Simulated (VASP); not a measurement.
# HfO2: single point with BLYP+D4

The system is HfO2.

```
Hf O
1.0
     0.00000    2.57444    2.57444
     2.57444    0.00000    2.57444
     2.57444    2.57444    0.00000
Hf O
1 2
Direct
  0.00000 0.00000 0.00000
  0.75000 0.75000 0.75000
  0.25000 0.25000 0.25000
```

```
Program             : VASP 6.6.1
Task                : single point
Functional          : BLYP
Dispersion          : D4
Potentials or basis : VASP PAW PBE potentials, release 64 (Hf_pv, O)
Cutoff              : 520 eV
k mesh              : 9 × 9 × 9
Occupations         : fermi-dirac, width 0.05 eV
Spin                : no spin polarisation
```

| Quantity | Value |
| --- | --- |
| Pressure | -9.3 GPa |
| Band gap on the k mesh | 3.83 eV, indirect (least direct gap 3.96 eV) |
| Dispersion energy per atom | -0.344 eV |

Levels at points of the mesh, in eV from the valence-band top:
```csv
k point,band 7,band 8,band 9,band 10,band 11,band 12,band 13,band 14,band 15,band 16
"(0.00, 0.00, 0.00)",-4.96,-4.96,-0.52,-0.52,-0.52,3.83,3.83,5.82,9.85,9.85
```

Wall time 31 s on 1 thread of Intel Xeon 6975P-C, with other jobs on the host, peak memory 0.17 GiB.

Caveat: the PAW data sets were made with another functional, which shifts forces and pressure a little; spin-orbit coupling is left out, which moves the levels of the heavy elements. A k mesh can miss the band edges.
